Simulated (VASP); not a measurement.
# Ga2BAs3 (I-4m2) in VASP: single point with PBE

Aim: the single point of Ga2BAs3 with PBE.

Everything below comes from runs of VASP 6.6.1. Logs are shortened: lines on timing, memory, paths and dates and some standing lists are left out, and cuts for length are marked.

### 1 The cell of the first run

Symmetry: I-4m2, No. 119, tetragonal system. Conventional cell: a = 3.807 Å, b = 3.807 Å, c = 16.666 Å, α = 90.00°, β = 90.00°, γ = 90.00°. Ga (site symmetry 2mm) has 4 As at 2.43 to 2.44 Å within 3.2 Å. Within 2.9 Å of B (site symmetry -4m2) lie 4 As at 2.21 Å. Within 2.9 Å of As (site symmetry 2mm) lie 2 B at 2.21 Å and 2 Ga at 2.44 Å. Within 3.2 Å of As (site symmetry -4m2) lie 4 Ga at 2.43 Å.

### 2 Single point, PBE

INCAR reads:

```
PREC     = Accurate       # precision mode
ENCUT    = 520            # plane-wave cutoff, eV
EDIFF    = 1E-6           # SCF threshold, eV
ISMEAR   = 0              # smearing method
SIGMA    = 0.02           # smearing width, eV
LREAL    = F              # projectors in reciprocal space
LASPH    = T              # aspherical terms in the spheres
NELM     = 80             # most SCF steps
ALGO     = Normal         # electronic algorithm
ISIF     = 2              # what is computed and relaxed
LWAVE    = F              # write WAVECAR
LCHARG   = F              # write CHGCAR
GGA      = PE             # functional
NBANDS   = 31             # bands
```

KPOINTS reads:

```
regular mesh
0
Gamma
  14 14 14
```

POSCAR reads:

```
Ga2BAs3
1.0
   -1.9036337964      1.9036337964      8.3329124411
    1.9036337964     -1.9036337964      8.3329124411
    1.9036337964      1.9036337964     -8.3329124411
Ga B As
2 1 3
Direct
    0.6596292317      0.6596292317      0.0000000000
    0.3403707683      0.3403707683      0.0000000000
    0.0000000000      0.0000000000      0.0000000000
    0.5679279987      0.0679279987      0.5000000000
    0.2500000000      0.7500000000      0.5000000000
    0.9320720013      0.4320720013      0.5000000000
```

Potentials or basis: VASP PAW PBE potentials, release 64 (Ga_d, B, As).

On the command line:

```console
> cat potpaw_PBE.64/Ga_d/POTCAR potpaw_PBE.64/B/POTCAR potpaw_PBE.64/As/POTCAR > POTCAR
> mpirun -np 1 vasp_std > vasp.out
```

OUTCAR:

```text
PREC = Accurate
   ENCUT = 520
   EDIFF = 1E-6
   ISMEAR = 0
   LREAL = F
   LASPH = T
   NELM = 80
   ISIF = 2
   GGA = PE

 ion  position               nearest neighbor table
   1  0.660  0.660  0.000-   5 2.43   5 2.43   4 2.44   4 2.44
   2  0.340  0.340  0.000-   5 2.43   5 2.43   6 2.44   6 2.44
   3  0.000  0.000  0.000-   4 2.21   6 2.21   4 2.21   6 2.21
   4  0.568  0.068  0.500-   3 2.21   3 2.21   1 2.44   1 2.44
   5  0.250  0.750  0.500-   2 2.43   1 2.43   2 2.43   1 2.43
   6  0.932  0.432  0.500-   3 2.21   3 2.21   2 2.44   2 2.44

  LATTYP: Found a body centered tetragonal cell.
 ALAT       =     3.8072675928
 C/A-ratio  =     4.3773715600

  Lattice vectors:

 A1 = (  -1.9036337964,   1.9036337964,   8.3329124411)
 A2 = (   1.9036337964,  -1.9036337964,   8.3329124411)
 A3 = (   1.9036337964,   1.9036337964,  -8.3329124411)

Analysis of symmetry for initial positions (statically):
=====================================================================
 Subroutine PRICEL returns:
 Original cell was already a primitive cell.

 Routine SETGRP: Setting up the symmetry group for a
 body centered tetragonal supercell.

 Subroutine GETGRP returns: Found  8 space group operations
 (whereof  8 operations were pure point group operations)
 out of a pool of 16 trial point group operations.

The static configuration has the point symmetry D_2d.

Analysis of symmetry for dynamics (positions and initial velocities):
=====================================================================
 Subroutine PRICEL returns:
 Original cell was already a primitive cell.

 Routine SETGRP: Setting up the symmetry group for a
 body centered tetragonal supercell.

 Subroutine GETGRP returns: Found  8 space group operations
 (whereof  8 operations were pure point group operations)
 out of a pool of 16 trial point group operations.

The dynamic configuration has the point symmetry D_2d.

 Subroutine INISYM returns: Found  8 space group operations
 (whereof  8 operations are pure point group operations),
 and found     1 'primitive' translations

----------------------------------------------------------------------------------------

                                     Primitive cell

  volume of cell :     120.7880

  direct lattice vectors                    reciprocal lattice vectors
    -1.903633796  1.903633796  8.332912441     0.000000000  0.262655560  0.060003031
     1.903633796 -1.903633796  8.332912441     0.262655560  0.000000000  0.060003031
     1.903633796  1.903633796 -8.332912441     0.262655560  0.262655560  0.000000000

  length of vectors
     8.757001371  8.757001371  8.757001371     0.269422172  0.269422172  0.371451055

  position of ions in fractional coordinates (direct lattice)
     0.659629232  0.659629232  0.000000000
     0.340370768  0.340370768  0.000000000
     0.000000000  0.000000000  0.000000000
     0.567927999  0.067927999  0.500000000
     0.250000000  0.750000000  0.500000000
     0.932072001  0.432072001  0.500000000

  ion indices of the primitive-cell ions
   primitive index   ion index
                 1           1
                 2           2
                 3           3
                 4           4
                 5           5
                 6           6

----------------------------------------------------------------------------------------

 KPOINTS: regular mesh

Automatic generation of k-mesh.
 Grid dimensions read from file:
 generate k-points for:   14   14   14

 Generating k-lattice:

  Cartesian coordinates                     Fractional coordinates (reciprocal lattice)
     0.000000000  0.018761111  0.004285931     0.071428571  0.000000000 -0.000000000
     0.018761111  0.000000000  0.004285931     0.000000000  0.071428571 -0.000000000
     0.018761111  0.018761111  0.000000000     0.000000000  0.000000000  0.071428571

  Length of vectors
     0.019244441  0.019244441  0.026532218

  Shift w.r.t. Gamma in fractional coordinates (k-lattice)
     0.000000000  0.000000000  0.000000000

 Subroutine IBZKPT returns following result:
 ===========================================

 Found    244 irreducible k-points:

 Following reciprocal coordinates:
            Coordinates               Weight
  0.000000  0.000000  0.000000      1.000000
  0.071429 -0.000000  0.000000      8.000000
  0.142857 -0.000000  0.000000      8.000000
  0.214286 -0.000000  0.000000      8.000000
  0.285714 -0.000000  0.000000      8.000000
  0.357143 -0.000000  0.000000      8.000000
[... 16 lines left out ...]
  0.214286  0.142857  0.000000     16.000000
  0.285714  0.142857  0.000000     16.000000
 [... further k-points ...]
   k-points           NKPTS =    244   k-points in BZ     NKDIM =    244   number of bands    NBANDS=     31
   number of dos      NEDOS =    301   number of ions     NIONS =      6
   total plane-waves  NPLWV = 343000
   dimension x,y,z NGX =    70 NGY =   70 NGZ =   70
   dimension x,y,z NGXF=   140 NGYF=  140 NGZF=  140
   ions per type =               2   1   3
   NGX,Y,Z   is equivalent  to a cutoff of  13.29, 13.29, 13.29 a.u.
   NGXF,Y,Z  is equivalent  to a cutoff of  26.58, 26.58, 26.58 a.u.
 SYSTEM =  unknown system
   PREC   = accura    normal or accurate (medium, high low for compatibility)
   ISTART =      0    job   : 0-new  1-cont  2-samecut
   ICHARG =      2    charge: 1-file 2-atom 10-const
   ISPIN  =      1    spin polarized calculation?
   LNONCOLLINEAR =      F non collinear calculations
   LSORBIT =      F    spin-orbit coupling
   LASPH  =      T    aspherical Exc in radial PAW
   ENCUT  =  520.0 eV  38.22 Ry    6.18 a.u.  16.28 16.28 16.28*2*pi/ulx,y,z
   NELM   =     80;   NELMIN=  2; NELMDL= -5     # of ELM steps
   EDIFF  = 0.1E-05   stopping-criterion for ELM
   LREAL  =      F    real-space projection
   EDIFFG = 0.1E-04   stopping-criterion for IOM
   NSW    =      0    number of steps for IOM
   IBRION =     -1    ionic relax: 0-MD 1-quasi-New 2-CG
   NFREE  =      0    steps in history (QN), initial steepest desc. (CG)
   ISIF   =      2    stress and relaxation
   ISYM   =      2    0-nonsym 1-usesym 2-fastsym
   POTIM  = 0.5000    time-step for ionic-motion
   TEBEG  =    0.0;   TEEND  =   0.0 temperature during run
   PSTRESS=    0.0 pullay stress
   NELECT =      44.0000    total number of electrons
   NUPDOWN=      -1.0000    fix difference up-down
   EMIN   =  10.00;   EMAX   =-10.00  energy-range for DOS
   EFERMI =   0.00;   METHOD = LEGACY
   ISMEAR =     0;   SIGMA  =   0.02  broadening in eV -4-tet -1-fermi 0-gaus
   EFERMI_NEDOS =   21; number of points for ismear=-14 and -15
   IALGO  =     38    algorithm
   IMIX   =      4    mixing-type and parameters
     AMIX     =   0.40;   BMIX     =  1.00
     AMIX_MAG =   1.60;   BMIX_MAG =  1.00
  volume/ion in A,a.u.               =      20.13       135.85
  Fermi-wavevector in a.u.,A,eV,Ry     =   1.169188  2.209446 18.599186  1.367002
  Thomas-Fermi vector in A             =   2.305665
   LORBIT       =      0    0 simple, 1 ext, 2 COOP (PROOUT), +10 PAW based schemes
   GGA     = PE    functional components
   LHFCALC =     F    Hartree Fock is set to
   AEXX    =    0.0000 exact exchange contribution
   IVDW    =     0    specifies the selected vdW correction
   LEPSILON=     F    determine dielectric tensor
   LRPA    =     F    only Hartree local field effects (RPA)
 non-spin polarized calculation
 Gauss-broadening in eV      SIGMA  =   0.02
  energy-cutoff  :      520.00
  volume of cell :      120.79
 maximum number of plane-waves:      3272
 NGX is ok and might be reduce to    70
   NGX = 33   NGY = 33   NGZ = 33

 number of electron      43.9999999 magnetization

 Free energy of the ion-electron system (eV)
  ---------------------------------------------------
  ext. energy  EPLUGINS =         0.00000000
  ---------------------------------------------------
  free energy    TOTEN  =       -26.97778337 eV

  energy without entropy =      -26.97778337  energy(sigma->0) =      -26.97778337

 E-fermi :   4.6287     XC(G=0):  -9.7502

 val. band max:        4.5019926510   @ k =   0.0000   0.0000   0.0000
 cond. band min:       4.9586891378   @ k =   0.0000   0.0000   0.0000
 fundamental gap:      0.4566964868
 Fermi energy:         4.6287165068

 k-point     1 :       0.0000    0.0000    0.0000
  band No.  band energies     occupation
      1     -10.6426      2.00000
      2     -10.5847      2.00000
      3     -10.5181      2.00000
      4     -10.5181      2.00000
      5     -10.4911      2.00000
      6     -10.4911      2.00000
[... 23 lines left out ...]
     30       8.0962      0.00000
     31      11.6583      0.00000

 k-point     2 :       0.0714   -0.0000    0.0000
  band No.  band energies     occupation
      1     -10.6414      2.00000
      2     -10.5835      2.00000
      3     -10.5219      2.00000
      4     -10.5179      2.00000
      5     -10.4941      2.00000
      6     -10.4913      2.00000
[... 23 lines left out ...]
     30       8.3530      0.00000
     31      11.2124      0.00000

 k-point     3 :       0.1429   -0.0000    0.0000
  band No.  band energies     occupation
      1     -10.6383      2.00000
      2     -10.5803      2.00000
      3     -10.5319      2.00000
      4     -10.5171      2.00000
      5     -10.5017      2.00000
      6     -10.4918      2.00000
[... 23 lines left out ...]
     30       8.8997      0.00000
     31      10.4846      0.00000

 k-point     4 :       0.2143   -0.0000    0.0000
  band No.  band energies     occupation
      1     -10.6347      2.00000
      2     -10.5768      2.00000
      3     -10.5443      2.00000
      4     -10.5159      2.00000
      5     -10.5112      2.00000
      6     -10.4927      2.00000
[... 635 lines left out ...]
     30       9.4100      0.00000
     31       9.8355      0.00000

 k-point    23 :       0.2143    0.1429    0.0000
  band No.  band energies     occupation
      1     -10.6327      2.00000
      2     -10.5742      2.00000
      3     -10.5499      2.00000
      4     -10.5154      2.00000
      5     -10.5089      2.00000
      6     -10.5003      2.00000
[... 23 lines left out ...]
     30       9.6179      0.00000
     31      10.1380      0.00000

 k-point    24 :       0.2857    0.1429    0.0000
  band No.  band energies     occupation
      1     -10.6324      2.00000
      2     -10.5751      2.00000
      3     -10.5554      2.00000
      4     -10.5160      2.00000
      5     -10.5132      2.00000
      6     -10.4998      2.00000
[... 23 lines left out ...]
     30       9.5775      0.00000
     31      10.0736      0.00000

 [... further k-points ...]
[... 5 lines left out ...]
  --------------------------------------------------------------------------------------
  -------------------------------------------------------------------------------------
  Total        0.1494381      0.1494381      0.1544081      0.0000000      0.0000000      0.0000000
  in kB        1.9822042      1.9822042      2.0481283      0.0000000      0.0000000      0.0000000
  external PRESSURE =       2.0041789 kB  Pullay stress =       0.0000000 kB

 VOLUME and BASIS-vectors are now :
 -----------------------------------------------------------------------------
  energy-cutoff  :      520.00
  volume of cell :      120.79
      direct lattice vectors                 reciprocal lattice vectors
    -1.903633796  1.903633796  8.332912441     0.000000000  0.262655560  0.060003031
     1.903633796 -1.903633796  8.332912441     0.262655560  0.000000000  0.060003031
     1.903633796  1.903633796 -8.332912441     0.262655560  0.262655560  0.000000000

 POSITION                                       TOTAL-FORCE (eV/Angst)
 -----------------------------------------------------------------------------------
      0.00000      0.00000     10.99327        -0.000000      0.000000     -0.001285
      0.00000      0.00000      5.67256        -0.000000      0.000000      0.001285
      0.00000      0.00000      0.00000        -0.000000      0.000000     -0.000000
      0.00000      1.90363      1.13208         0.000000     -0.000000      0.011592
      1.90363      0.00000      4.16646        -0.000000      0.000000      0.000000
     -0.00000      1.90363      7.20084         0.000000     -0.000000     -0.011592
 -----------------------------------------------------------------------------------
    total drift:                                0.000001     -0.000001      0.000000

  FREE ENERGIE OF THE ION-ELECTRON SYSTEM (eV)
  ---------------------------------------------------
  free  energy   TOTEN  =       -26.9777833675 eV

  energy  without entropy=      -26.9777833675  energy(sigma->0) =      -26.97778337
```

It took 75 min on 1 thread of Oxide Virtual Turin-like, shared host; peak memory 1.2 GiB.

Results:

```yaml
Free_energy: -26.9778 eV
Pressure: 0.2 GPa
Largest_force: 0.012 eV/Å
Band_gap_on_the_k_mesh: 0.46 eV
```

Forces on the atoms (eV/Å):
```
Ga   0.000  0.000 -0.001
Ga   0.000  0.000  0.001
B    0.000  0.000  0.000
As   0.000  0.000  0.012
As   0.000  0.000  0.000
As   0.000  0.000 -0.012
```

Levels at points of the mesh, in eV from the valence-band top:
| k point | band 18 | band 19 | band 20 | band 21 | band 22 | band 23 | band 24 | band 25 | band 26 | band 27 |
| --- | --- | --- | --- | --- | --- | --- | --- | --- | --- | --- |
| (0.00, 0.00, 0.00) | -1.98 | -1.98 | -0.45 | 0.00 | 0.00 | 0.46 | 0.66 | 1.45 | 2.55 | 2.90 |
| (0.50, 0.00, 0.00) | -3.19 | -2.72 | -1.63 | -1.01 | -0.87 | 0.61 | 1.83 | 2.82 | 3.88 | 4.19 |
| (0.50, 0.50, 0.00) | -4.00 | -3.87 | -3.84 | -3.21 | -3.15 | 1.12 | 1.15 | 2.81 | 2.94 | 3.16 |
| (0.50, 0.50, 0.50) | -3.03 | -1.44 | -1.44 | -0.76 | -0.76 | 0.63 | 1.02 | 2.29 | 2.68 | 3.39 |

Caveat: semilocal functionals underestimate gaps, and a narrow one can read as zero. A k mesh can miss the band edges.
